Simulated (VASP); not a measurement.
Crystal: C.

```
CELL_PARAMETERS angstrom
1.92608 0.00000 0.00000
0.00000 1.92608 0.00000
0.00000 0.00000 1.92608
ATOMIC_POSITIONS crystal
C 0.00000 0.00000 0.00000
```

* Program: VASP 6.6.1
* Task: relaxation of cell and atoms
* Functional: PBEsol
* Potentials or basis: VASP PAW PBE potentials, release 64 (C)
* Cutoff: 600 eV
* k mesh: 16 × 16 × 16
* Occupations: fermi-dirac, width 0.1 eV
* Spin: no spin polarisation

At the start: pressure -52.9 GPa; volume 7.15 Å³/atom.

**Question.** Where does the relaxation end?

**Answer.** Over 6 steps the energy falls by 369.8 meV/atom and the volume is 5.40 Å³/atom (-24.4 %); space group Pm-3m (No. 221, to 0.05 Å).

Step by step:
```
step  energy change (eV)  largest force (eV/Å)  pressure (GPa)  volume (Å³)
   1              0.0000                0.0000          -52.89         7.15
   2             -0.3227                0.0000           37.68         4.97
   3             -0.3697                0.0000           -1.11         5.42
   4             -0.3697                0.0000            1.04         5.39
   5             -0.3697                0.0000           -0.79         5.42
   6             -0.3698                0.0000            0.00         5.40
```

Final structure:
```
CELL_PARAMETERS angstrom
1.75485 0.00000 0.00000
0.00000 1.75485 0.00000
0.00000 0.00000 1.75485
ATOMIC_POSITIONS crystal
C 0.00000 0.00000 0.00000
```

Caveat: the volume moved by over 15 % at a fixed basis, so the end points are rough; the PAW data sets were made with another functional, which shifts forces and pressure a little.
